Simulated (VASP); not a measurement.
# PbS (zincblende type) (F-43m) in VASP: further runs

PbS (zincblende type) is run at these levels: PBE; tasks: single point, relaxation of cell and atoms.

Program: VASP 6.6.1. These are calculated values, not measurements. Logs are shortened: lines on timing, memory, paths and dates and some standing lists are left out, and cuts for length are marked.

## 1. The cell of the first run

It takes space group F-43m (No. 216, cubic). The conventional cell has a = 5.690 Å, b = 5.690 Å, c = 5.690 Å, α = 90.00°, β = 90.00°, γ = 90.00°. Pb (site symmetry -43m) has 4 S at 2.46 Å within 3.3 Å. Within 3.3 Å of S (site symmetry -43m) lie 4 Pb at 2.46 Å.

## 2. Single point, PBE

Contents of INCAR:

```
SYSTEM = PbS
PREC     = Accurate       ! precision mode
ENCUT    = 520            ! plane-wave cutoff, eV
EDIFF    = 1E-6           ! SCF threshold, eV
ISMEAR   = -1             ! smearing method
SIGMA    = 0.1            ! smearing width, eV
LREAL    = .FALSE.        ! projectors in reciprocal space
LASPH    = .TRUE.         ! aspherical terms in the spheres
NELM     = 100            ! most SCF steps
ALGO     = Normal         ! electronic algorithm
ISIF     = 2              ! what is computed and relaxed
LWAVE    = .FALSE.        ! write WAVECAR
LCHARG   = .TRUE.         ! write CHGCAR
GGA      = PE             ! functional
LELF     = .TRUE.         ! ELF
LVHAR    = .TRUE.       
NBANDS   = 17             ! bands
```

Contents of KPOINTS:

```
Automatic mesh
0
G
  12 12 12
  0 0 0
```

Contents of POSCAR:

```
PbS
1.0
    0.0000000000      2.8447677295      2.8447677295
    2.8447677295      0.0000000000      2.8447677295
    2.8447677295      2.8447677295      0.0000000000
Pb S
1 1
Direct
    0.0000000000      0.0000000000      0.0000000000
    0.2500000000      0.2500000000      0.2500000000
```

Potentials or basis: VASP PAW PBE potentials, release 64 (Pb_d, S).

On the command line:

```console
$ cat potpaw_PBE.64/Pb_d/POTCAR potpaw_PBE.64/S/POTCAR > POTCAR
$ mpirun -np 1 vasp_std > vasp.out
```

OUTCAR:

```text
SYSTEM = PbS
   PREC = Accurate
   ENCUT = 520
   EDIFF = 1E-6
   ISMEAR = -1
   LREAL = .FALSE.
   LASPH = .TRUE.
   NELM = 100
   ISIF = 2
   GGA = PE

 ion  position               nearest neighbor table
   1  0.000  0.000  0.000-   2 2.46   2 2.46   2 2.46   2 2.46
   2  0.250  0.250  0.250-   1 2.46   1 2.46   1 2.46   1 2.46

  LATTYP: Found a face centered cubic cell.
 ALAT       =     5.6895354590

  Lattice vectors:

 A1 = (   0.0000000000,   2.8447677295,   2.8447677295)
 A2 = (   2.8447677295,   0.0000000000,   2.8447677295)
 A3 = (   2.8447677295,   2.8447677295,   0.0000000000)

Analysis of symmetry for initial positions (statically):
=====================================================================
 Subroutine PRICEL returns:
 Original cell was already a primitive cell.

 Routine SETGRP: Setting up the symmetry group for a
 face centered cubic supercell.

 Subroutine GETGRP returns: Found 24 space group operations
 (whereof 24 operations were pure point group operations)
 out of a pool of 48 trial point group operations.

The static configuration has the point symmetry T_d .

Analysis of symmetry for dynamics (positions and initial velocities):
=====================================================================
 Subroutine PRICEL returns:
 Original cell was already a primitive cell.

 Routine SETGRP: Setting up the symmetry group for a
 face centered cubic supercell.

 Subroutine GETGRP returns: Found 24 space group operations
 (whereof 24 operations were pure point group operations)
 out of a pool of 48 trial point group operations.

The dynamic configuration has the point symmetry T_d .

 Subroutine INISYM returns: Found 24 space group operations
 (whereof 24 operations are pure point group operations),
 and found     1 'primitive' translations

----------------------------------------------------------------------------------------

                                     Primitive cell

  volume of cell :      46.0437

  direct lattice vectors                    reciprocal lattice vectors
     0.000000000  2.844767730  2.844767730    -0.175761274  0.175761274  0.175761274
     2.844767730  0.000000000  2.844767730     0.175761274 -0.175761274  0.175761274
     2.844767730  2.844767730  0.000000000     0.175761274  0.175761274 -0.175761274

  length of vectors
     4.023109105  4.023109105  4.023109105     0.304427456  0.304427456  0.304427456

[... 77 lines left out ...]
   LASPH  =      T    aspherical Exc in radial PAW
   ENCUT  =  520.0 eV  38.22 Ry    6.18 a.u.   7.48  7.48  7.48*2*pi/ulx,y,z
   NELM   =    100;   NELMIN=  2; NELMDL= -5     # of ELM steps
   EDIFF  = 0.1E-05   stopping-criterion for ELM
   LREAL  =      F    real-space projection
   EDIFFG = 0.1E-04   stopping-criterion for IOM
   NSW    =      0    number of steps for IOM
   IBRION =     -1    ionic relax: 0-MD 1-quasi-New 2-CG
   NFREE  =      0    steps in history (QN), initial steepest desc. (CG)
   ISIF   =      2    stress and relaxation
   ISYM   =      2    0-nonsym 1-usesym 2-fastsym
   POTIM  = 0.5000    time-step for ionic-motion
   TEBEG  =    0.0;   TEEND  =   0.0 temperature during run
   PSTRESS=    0.0 pullay stress
   NELECT =      20.0000    total number of electrons
   NUPDOWN=      -1.0000    fix difference up-down
   EMIN   =  10.00;   EMAX   =-10.00  energy-range for DOS
   EFERMI =   0.00;   METHOD = LEGACY
   ISMEAR =    -1;   SIGMA  =   0.10  broadening in eV -4-tet -1-fermi 0-gaus
   EFERMI_NEDOS =   21; number of points for ismear=-14 and -15
   IALGO  =     38    algorithm
   IMIX   =      4    mixing-type and parameters
     AMIX     =   0.40;   BMIX     =  1.00
     AMIX_MAG =   1.60;   BMIX_MAG =  1.00
  volume/ion in A,a.u.               =      23.02       155.36
  Fermi-wavevector in a.u.,A,eV,Ry     =   1.239828  2.342935 20.914506  1.537173
  Thomas-Fermi vector in A             =   2.374294
   LORBIT       =      0    0 simple, 1 ext, 2 COOP (PROOUT), +10 PAW based schemes
   GGA     = PE    functional components
   LHFCALC =     F    Hartree Fock is set to
   AEXX    =    0.0000 exact exchange contribution
   IVDW    =     0    specifies the selected vdW correction
   LEPSILON=     F    determine dielectric tensor
   LRPA    =     F    only Hartree local field effects (RPA)
 non-spin polarized calculation
  energy-cutoff  :      520.00
  volume of cell :       46.04
 maximum number of plane-waves:      1258
 NGX is ok and might be reduce to    30
   NGX = 15   NGY = 15   NGZ = 15

 number of electron      20.0000006 magnetization

 Free energy of the ion-electron system (eV)
  ---------------------------------------------------
  ext. energy  EPLUGINS =         0.00000000
  ---------------------------------------------------
  free energy    TOTEN  =        -6.03218233 eV

  energy without entropy =       -6.00904167  energy(sigma->0) =       -6.02061200

 E-fermi :   8.0528     XC(G=0): -10.0465

 val. band max:        7.9942814550   @ k =  -0.4167   0.4167   0.1667
 cond. band min:       8.0672963418   @ k =  -0.3333   0.5000   0.1667
 fundamental gap:      0.0730148868
 Fermi energy:         8.0528341034

 k-point     1 :       0.0000    0.0000    0.0000
  band No.  band energies     occupation
      1      -9.6324      2.00000
      2      -9.6324      2.00000
      3      -9.6324      2.00000
      4      -9.3815      2.00000
      5      -9.3815      2.00000
      6      -8.4007      2.00000
[... 457 lines left out ...]
      4      -9.3767      2.00000
      5      -9.3642      2.00000
      6      -6.1527      2.00000
[... 9 lines left out ...]
     16      16.9724      0.00000
     17      18.4275      0.00000

 [... further k-points ...]

------------------------ aborting loop because EDIFF is reached ----------------------------------------

  FORCE on cell =-STRESS in cart. coord.  units (eV):
  Direction    XX          YY          ZZ          XY          YZ          ZX
  --------------------------------------------------------------------------------------
  -------------------------------------------------------------------------------------
  Total       11.4661329     11.4661329     11.4661329      0.0000000      0.0000000      0.0000000
  in kB      398.9855078    398.9855078    398.9855078      0.0000000      0.0000000      0.0000000
  external PRESSURE =     398.9855078 kB  Pullay stress =       0.0000000 kB

 VOLUME and BASIS-vectors are now :
 -----------------------------------------------------------------------------
  energy-cutoff  :      520.00
  volume of cell :       46.04
      direct lattice vectors                 reciprocal lattice vectors
     0.000000000  2.844767730  2.844767730    -0.175761274  0.175761274  0.175761274
     2.844767730  0.000000000  2.844767730     0.175761274 -0.175761274  0.175761274
     2.844767730  2.844767730  0.000000000     0.175761274  0.175761274 -0.175761274

 POSITION                                       TOTAL-FORCE (eV/Angst)
 -----------------------------------------------------------------------------------
      0.00000      0.00000      0.00000        -0.000000     -0.000000     -0.000000
      1.42238      1.42238      1.42238         0.000000      0.000000      0.000000
 -----------------------------------------------------------------------------------
    total drift:                               -0.000000     -0.000000     -0.000000

  FREE ENERGIE OF THE ION-ELECTRON SYSTEM (eV)
  ---------------------------------------------------
  free  energy   TOTEN  =        -6.0321823284 eV

  energy  without entropy=       -6.0090416707  energy(sigma->0) =       -6.02061200
```

OSZICAR:

```text
N       E                     dE             d eps       ncg     rms          rms(c)
DAV:   1     0.169070609290E+03    0.16907E+03   -0.99284E+03  2464   0.129E+03
DAV:   2     0.598882476080E+01   -0.16308E+03   -0.15709E+03  2658   0.331E+02
DAV:   3    -0.618799627611E+01   -0.12177E+02   -0.12049E+02  3187   0.962E+01
DAV:   4    -0.649576449776E+01   -0.30777E+00   -0.30751E+00  3247   0.164E+01
DAV:   5    -0.650685495398E+01   -0.11090E-01   -0.11089E-01  3588   0.297E+00    0.140E+01
DAV:   6    -0.604790939645E+01    0.45895E+00   -0.10064E+00  3866   0.100E+01    0.923E+00
DAV:   7    -0.603475411745E+01    0.13155E-01   -0.23638E-01  3213   0.293E+00    0.246E+00
DAV:   8    -0.603199637834E+01    0.27577E-02   -0.25728E-02  3509   0.172E+00    0.998E-01
DAV:   9    -0.603218202438E+01   -0.18565E-03   -0.18936E-03  2798   0.342E-01    0.317E-01
DAV:  10    -0.603215623803E+01    0.25786E-04   -0.26178E-04  3654   0.197E-01    0.442E-02
DAV:  11    -0.603217951835E+01   -0.23280E-04   -0.44506E-05  2984   0.520E-02    0.103E-02
DAV:  12    -0.603218195004E+01   -0.24317E-05   -0.68628E-06  2985   0.247E-02    0.451E-03
DAV:  13    -0.603218232843E+01   -0.37839E-06   -0.31079E-07  2163   0.622E-03
   1 F= -.60321823E+01 E0= -.60206120E+01  d E =-.231407E-01
```

Wall time 92 s (1 thread of Intel Xeon 8259CL, shared host); peak memory 0.2 GiB.

What came out:

| Item | Value |
| --- | --- |
| Free energy | -6.0322 eV |
| Pressure | 39.9 GPa |
| Band gap on the k mesh | zero (bands 10 and 11 overlap by 0.94 eV) |

Caveat: the cell stands under pressure; spin-orbit coupling is left out, which moves the levels of the heavy elements.

(Part 1 of 2 ends here.)
